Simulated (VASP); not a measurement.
# Na3Cl (P4/mmm) in VASP: further runs, part 2 of 2

VASP 6.6.1.

## Step 4: Single point, r2SCAN

This run uses another cell than the first one, of 28.25 Å³/atom, 1.043 times its volume.

POSCAR reads:

```
Na3Cl
1.0
    3.4630168775      0.0000000000      0.0000000000
    0.0000000000      3.4630168775      0.0000000000
    0.0000000000      0.0000000000      9.4232924039
Na Cl
3 1
Direct
    0.0000000000      0.0000000000      0.5000000000
    0.5000000000      0.5000000000      0.8256670200
    0.5000000000      0.5000000000      0.1743329800
    0.0000000000      0.0000000000      0.0000000000
```

INCAR.step1 reads:

```
SYSTEM = Na3Cl
ALGO = Normal ; EDIFF = 1E-4
ENCUT = 520 ; GGA = PE
ISMEAR = -1 ; LASPH = .TRUE.
LCHARG = .FALSE. ; LREAL = .FALSE.
LWAVE = .TRUE. ; NBANDS = 22
NELM = 80 ; PREC = Accurate
SIGMA = 0.1
```

INCAR.step2 reads:

```
SYSTEM = Na3Cl
ALGO = Normal ; EDIFF = 1E-7
ENCUT = 520 ; ISIF = 2
ISMEAR = -1 ; ISTART = 1
LASPH = .TRUE. ; LCHARG = .TRUE.
LELF = .TRUE. ; LMIXTAU = .TRUE.
LREAL = .FALSE. ; LVHAR = .TRUE.
LWAVE = .FALSE. ; METAGGA = R2SCAN
NBANDS = 22 ; NELM = 80
PREC = Accurate ; SIGMA = 0.1
```

KPOINTS reads:

```
k-points
0
G
  7 7 3
  0 0 0
```

Potentials or basis: VASP PAW PBE potentials, release 64 (Na_pv, Cl).

Started as:

```
$ cat potpaw_PBE.64/Na_pv/POTCAR potpaw_PBE.64/Cl/POTCAR > POTCAR
$ cp INCAR.step1 INCAR
$ mpirun -np 1 vasp_std > vasp.out
$ cp INCAR.step2 INCAR
$ mpirun -np 1 vasp_std > vasp.out
```

OUTCAR:

```text
SYSTEM = Na3Cl
   EDIFF = 1E-7
   ENCUT = 520
   ISIF = 2
   ISMEAR = -1
   ISTART = 1
   LASPH = .TRUE.
   LREAL = .FALSE.
   METAGGA = R2SCAN
   NELM = 80
   PREC = Accurate

 ion  position               nearest neighbor table
   1  0.000  0.000  0.500-
   2  0.500  0.500  0.826-
   3  0.500  0.500  0.174-
   4  0.000  0.000  0.000-

  LATTYP: Found a simple tetragonal cell.
 ALAT       =     3.4630168775
 C/A-ratio  =     2.7211222865

  Lattice vectors:

 A1 = (   3.4630168775,   0.0000000000,   0.0000000000)
 A2 = (   0.0000000000,   3.4630168775,   0.0000000000)
 A3 = (   0.0000000000,   0.0000000000,   9.4232924039)

Analysis of symmetry for initial positions (statically):
=====================================================================
 Subroutine PRICEL returns:
 Original cell was already a primitive cell.

 Routine SETGRP: Setting up the symmetry group for a
 simple tetragonal supercell.
[... 160 lines left out ...]
  ext. energy  EPLUGINS =         0.00000000
  ---------------------------------------------------
  free energy    TOTEN  =       -20.33130059 eV

  energy without entropy =      -20.28897608  energy(sigma->0) =      -20.31013834

 E-fermi :   1.9221     XC(G=0):  -7.7402

 val. band max:        1.8015295744   @ k =   0.4286   0.1429   0.3333
 cond. band min:       1.9626781736   @ k =   0.2857   0.1429   0.3333
 fundamental gap:      0.1611485993
 Fermi energy:         1.9221309667

 k-point     1 :       0.0000    0.0000    0.0000
  band No.  band energies     occupation
      1     -24.7229      2.00000
      2     -24.7026      2.00000
      3     -24.7026      2.00000
      4     -24.6990      2.00000
      5     -24.6990      2.00000
      6     -24.6864      2.00000
[... 489 lines left out ...]
     21       7.3199      0.00000
     22       7.8824      0.00000

------------------------ aborting loop because EDIFF is reached ----------------------------------------

  FORCE on cell =-STRESS in cart. coord.  units (eV):
  Direction    XX          YY          ZZ          XY          YZ          ZX
  --------------------------------------------------------------------------------------
  -------------------------------------------------------------------------------------
  Total        0.3859575      0.3859575      0.3127770      0.0000000      0.0000000     -0.0000000
  in kB        5.4719005      5.4719005      4.4343867      0.0000000      0.0000000     -0.0000000
  external PRESSURE =       5.1260626 kB  Pullay stress =       0.0000000 kB

 VOLUME and BASIS-vectors are now :
 -----------------------------------------------------------------------------
  energy-cutoff  :      520.00
  volume of cell :      113.01
      direct lattice vectors                 reciprocal lattice vectors
     3.463016877  0.000000000  0.000000000     0.288765558  0.000000000  0.000000000
     0.000000000  3.463016877  0.000000000     0.000000000  0.288765558  0.000000000
     0.000000000  0.000000000  9.423292404     0.000000000  0.000000000  0.106120022

 POSITION                                       TOTAL-FORCE (eV/Angst)
 -----------------------------------------------------------------------------------
      0.00000      0.00000      4.71165        -0.000000     -0.000000      0.000000
      1.73151      1.73151      7.78050         0.000000      0.000000     -0.037609
      1.73151      1.73151      1.64279        -0.000000      0.000000      0.037609
      0.00000      0.00000      0.00000        -0.000000     -0.000000      0.000000
 -----------------------------------------------------------------------------------
    total drift:                                0.000000      0.000000      0.000000

  FREE ENERGIE OF THE ION-ELECTRON SYSTEM (eV)
  ---------------------------------------------------
  free  energy   TOTEN  =       -20.3313005939 eV

  energy  without entropy=      -20.2889760840  energy(sigma->0) =      -20.31013834
```

OUTCAR.step1:

```text
SYSTEM = Na3Cl
   EDIFF = 1E-4
   ENCUT = 520
   GGA = PE
   ISMEAR = -1
   LASPH = .TRUE.
[... 722 lines left out ...]
      1.73151      1.73151      7.78050        -0.000000      0.000000     -0.162554
      1.73151      1.73151      1.64279         0.000000      0.000000      0.162554
      0.00000      0.00000      0.00000         0.000000     -0.000000      0.000000
 -----------------------------------------------------------------------------------
    total drift:                                0.000000      0.000000      0.000000

  FREE ENERGIE OF THE ION-ELECTRON SYSTEM (eV)
  ---------------------------------------------------
  free  energy   TOTEN  =        -8.8621017122 eV

  energy  without entropy=       -8.8182150731  energy(sigma->0) =       -8.84015839
```

OSZICAR.step1:

```text
N       E                     dE             d eps       ncg     rms          rms(c)
DAV:   1     0.240123702846E+03    0.24012E+03   -0.14222E+04   880   0.129E+03
DAV:   2     0.139203091779E+02   -0.22620E+03   -0.21591E+03   904   0.350E+02
DAV:   3    -0.838652064291E+01   -0.22307E+02   -0.22041E+02  1110   0.112E+02
DAV:   4    -0.909354971740E+01   -0.70703E+00   -0.70596E+00  1000   0.193E+01
DAV:   5    -0.910967961161E+01   -0.16130E-01   -0.16128E-01  1160   0.297E+00    0.348E+00
DAV:   6    -0.889392111476E+01    0.21576E+00   -0.38536E-01  1068   0.340E+00    0.213E+00
DAV:   7    -0.886347289346E+01    0.30448E-01   -0.11826E-01  1190   0.150E+00    0.108E+00
DAV:   8    -0.886218647263E+01    0.12864E-02   -0.11528E-02   982   0.661E-01    0.209E-01
DAV:   9    -0.886210171216E+01    0.84760E-04   -0.52113E-04   996   0.134E-01
   1 F= -.88621017E+01 E0= -.88401584E+01  d E =-.438866E-01
```

It took 4 min on 1 thread of Intel Xeon Platinum 8259CL at 2.50GHz (Skylake/Cascade Lake), shared host; peak memory 0.24 GiB.

Results:

```
Free energy            : -20.3313 eV
Pressure               : 0.5 GPa
Largest force          : 0.038 eV/Å
Band gap on the k mesh : zero (band 14 reaches 3.78 eV, above the bottom of band 15 at 0.63 eV)
```

Forces on the atoms (eV/Å):
```
Na   0.000  0.000  0.000
Na   0.000  0.000 -0.038
Na   0.000  0.000  0.038
Cl   0.000  0.000  0.000
```

Caveat: the PAW data sets were made with another functional, which shifts forces and pressure a little.

## Step 5: Single point, r2SCAN

This run uses another cell than the first one, of 28.83 Å³/atom, 1.064 times its volume.

POSCAR reads:

```
Na3Cl
1.0
    3.4864163500      0.0000000000      0.0000000000
    0.0000000000      3.4864163500      0.0000000000
    0.0000000000      0.0000000000      9.4869652300
Na Cl
3 1
Direct
    0.0000000000      0.0000000000      0.5000000000
    0.5000000000      0.5000000000      0.8256670200
    0.5000000000      0.5000000000      0.1743329800
    0.0000000000      0.0000000000      0.0000000000
```

Edit INCAR.step1 of step 4 so:

```diff
@@ -6,3 +6,3 @@
 LWAVE = .TRUE. ; NBANDS = 22
-NELM = 80 ; PREC = Accurate
+NELM = 100 ; PREC = Accurate
 SIGMA = 0.1
```

INCAR.step2 reads:

```
SYSTEM = Na3Cl
ALGO = Normal ; EDIFF = 1E-6
ENCUT = 520 ; ISIF = 2
ISMEAR = -1 ; ISTART = 1
LASPH = .TRUE. ; LCHARG = .FALSE.
LMIXTAU = .TRUE. ; LREAL = .FALSE.
LWAVE = .FALSE. ; METAGGA = R2SCAN
NBANDS = 22 ; NELM = 100
PREC = Accurate ; SIGMA = 0.1
```

KPOINTS is that of step 4.

Potentials or basis: VASP PAW PBE potentials, release 64 (Na_pv, Cl).

Started as:

```
$ cat potpaw_PBE.64/Na_pv/POTCAR potpaw_PBE.64/Cl/POTCAR > POTCAR
$ cp INCAR.step1 INCAR
$ mpirun -np 1 vasp_std > vasp.out
$ cp INCAR.step2 INCAR
$ mpirun -np 1 vasp_std > vasp.out
```

OUTCAR:

```text
SYSTEM = Na3Cl
   EDIFF = 1E-6
   ENCUT = 520
   ISIF = 2
   ISMEAR = -1
   ISTART = 1
   LASPH = .TRUE.
   LREAL = .FALSE.
   METAGGA = R2SCAN
   NELM = 100
   PREC = Accurate

 ion  position               nearest neighbor table
   1  0.000  0.000  0.500-
   2  0.500  0.500  0.826-
   3  0.500  0.500  0.174-
   4  0.000  0.000  0.000-

  LATTYP: Found a simple tetragonal cell.
 ALAT       =     3.4864163500
 C/A-ratio  =     2.7211222865

  Lattice vectors:

 A1 = (   3.4864163500,   0.0000000000,   0.0000000000)
 A2 = (   0.0000000000,   3.4864163500,   0.0000000000)
 A3 = (   0.0000000000,   0.0000000000,   9.4869652300)

Analysis of symmetry for initial positions (statically):
=====================================================================
 Subroutine PRICEL returns:
 Original cell was already a primitive cell.

 Routine SETGRP: Setting up the symmetry group for a
 simple tetragonal supercell.
[... 160 lines left out ...]
  ext. energy  EPLUGINS =         0.00000000
  ---------------------------------------------------
  free energy    TOTEN  =       -20.33733571 eV

  energy without entropy =      -20.29464369  energy(sigma->0) =      -20.31598970

 E-fermi :   1.8252     XC(G=0):  -7.6681

 val. band max:        1.7057366456   @ k =   0.4286   0.1429   0.3333
 cond. band min:       1.8650482496   @ k =   0.2857   0.1429   0.3333
 fundamental gap:      0.1593116041
 Fermi energy:         1.8252177611

 k-point     1 :       0.0000    0.0000    0.0000
  band No.  band energies     occupation
      1     -24.8202      2.00000
      2     -24.8024      2.00000
      3     -24.8024      2.00000
      4     -24.7991      2.00000
      5     -24.7991      2.00000
      6     -24.7864      2.00000
[... 489 lines left out ...]
     21       7.1732      0.00000
     22       7.7371      0.00000

------------------------ aborting loop because EDIFF is reached ----------------------------------------

  FORCE on cell =-STRESS in cart. coord.  units (eV):
  Direction    XX          YY          ZZ          XY          YZ          ZX
  --------------------------------------------------------------------------------------
  -------------------------------------------------------------------------------------
  Total        0.1698885      0.1698885      0.1512489      0.0000000      0.0000000      0.0000000
  in kB        2.3604167      2.3604167      2.1014403      0.0000000      0.0000000      0.0000000
  external PRESSURE =       2.2740912 kB  Pullay stress =       0.0000000 kB

 VOLUME and BASIS-vectors are now :
 -----------------------------------------------------------------------------
  energy-cutoff  :      520.00
  volume of cell :      115.32
      direct lattice vectors                 reciprocal lattice vectors
     3.486416350  0.000000000  0.000000000     0.286827475  0.000000000  0.000000000
     0.000000000  3.486416350  0.000000000     0.000000000  0.286827475  0.000000000
     0.000000000  0.000000000  9.486965230     0.000000000  0.000000000  0.105407786

 POSITION                                       TOTAL-FORCE (eV/Angst)
 -----------------------------------------------------------------------------------
      0.00000      0.00000      4.74348         0.000000     -0.000000     -0.000000
      1.74321      1.74321      7.83307         0.000000      0.000000      0.006978
      1.74321      1.74321      1.65389        -0.000000      0.000000     -0.006978
      0.00000      0.00000      0.00000         0.000000     -0.000000     -0.000000
 -----------------------------------------------------------------------------------
    total drift:                                0.000000      0.000000      0.000000

  FREE ENERGIE OF THE ION-ELECTRON SYSTEM (eV)
  ---------------------------------------------------
  free  energy   TOTEN  =       -20.3373357128 eV

  energy  without entropy=      -20.2946436946  energy(sigma->0) =      -20.31598970
```

It took 4.1 min on 1 thread of Intel Xeon Platinum 8259CL at 2.50GHz (Skylake/Cascade Lake), shared host; peak memory 0.24 GiB.

What came out:

- Free energy: -20.3373 eV
- Pressure: 0.2 GPa
- Largest force: 0.007 eV/Å
- Band gap on the k mesh: zero (band 14 reaches 3.66 eV, above the bottom of band 15 at 0.54 eV)

Forces in eV/Å, atoms in the order of the input:
```
Na   0.000  0.000  0.000
Na   0.000  0.000  0.007
Na   0.000  0.000 -0.007
Cl   0.000  0.000  0.000
```

Levels at points of the mesh, in eV from the Fermi level:
| k point | band 10 | band 11 | band 12 | band 13 | band 14 | band 15 | band 16 | band 17 | band 18 | band 19 |
| --- | --- | --- | --- | --- | --- | --- | --- | --- | --- | --- |
| (0.00, 0.00, 0.00) | -18.15 | -6.37 | -4.73 | -4.73 | -2.87 | -0.67 | 1.15 | 3.70 | 5.51 | 6.27 |

Caveat: the PAW data sets were made with another functional, which shifts forces and pressure a little.

## Step 6: Summary

```csv
cell,gap on the mesh (eV),pressure (GPa),largest force (eV/Å)
"a = 3.415, b = 3.415, c = 9.293 Å, 4 atoms",none,1.4,0.10
"a = 3.439, b = 3.439, c = 9.359 Å, 4 atoms",none,0.9,0.07
"a = 3.463, b = 3.463, c = 9.423 Å, 4 atoms",none,0.5,0.04
"a = 3.486, b = 3.486, c = 9.487 Å, 4 atoms",none,0.2,0.01
```

Alike in all rows: task single point; level r2SCAN; potentials or basis VASP PAW PBE potentials, release 64 (Na_pv, Cl); no spin polarisation; k mesh 7 × 7 × 3; cutoff (eV) 520; smearing fermi-dirac 0.1 eV.

Caveats: the PAW data sets were made with another functional, which shifts forces and pressure a little.

Absolute energies hang on the potentials; compare differences alone.
